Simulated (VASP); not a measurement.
Here is a VASP 6.6.1 calculation.

Contents of INCAR:

```
  PREC = Accurate
  ENCUT = 600
  EDIFF = 1E-6
  ISMEAR = -1
  SIGMA = 0.05
  LREAL = F
  LASPH = T
  NELM = 120
  ALGO = Normal
  ISIF = 2
  LWAVE = F
  LCHARG = F
  GGA = LIBXC
  LIBXC1 = GGA_X_B88
  LIBXC2 = GGA_C_PBE
  NBANDS = 26
  GGA_COMPAT = F
```

Contents of KPOINTS:

```
Automatic mesh
0
Gamma
  9 9 5
```

File POSCAR:

```
ZnO
1.0
    3.2053930491      0.0000000000      0.0000000000
   -1.6026965246      2.7759518096      0.0000000000
    0.0000000000      0.0000000000      5.1353529565
Zn O
2 2
Direct
    0.6666666667      0.3333333333      0.0000000000
    0.3333333333      0.6666666667      0.5000000000
    0.3333333333      0.6666666667      0.8790100000
    0.6666666667      0.3333333333      0.3790100000
```

Potentials or basis: VASP PAW PBE potentials, release 64 (Zn, O).

The run is started by

```console
$ cat potpaw_PBE.64/Zn/POTCAR potpaw_PBE.64/O/POTCAR > POTCAR
$ mpirun -np 1 vasp_std > vasp.out
```

Question: What does it give for the band gap on the k mesh?

Answer: 0.87 eV.

Question: Predict the pressure.

Answer: 12.1 GPa.

Question: What does it give for the largest force?

Answer: 0.088 eV/Å.

Stress tensor (GPa, compression positive):
```
11.46  0.00  0.00
 0.00 11.46  0.00
 0.00  0.00 13.47
```

Caveat: the cell stands under pressure; the PAW data sets were made with another functional, which shifts forces and pressure a little.
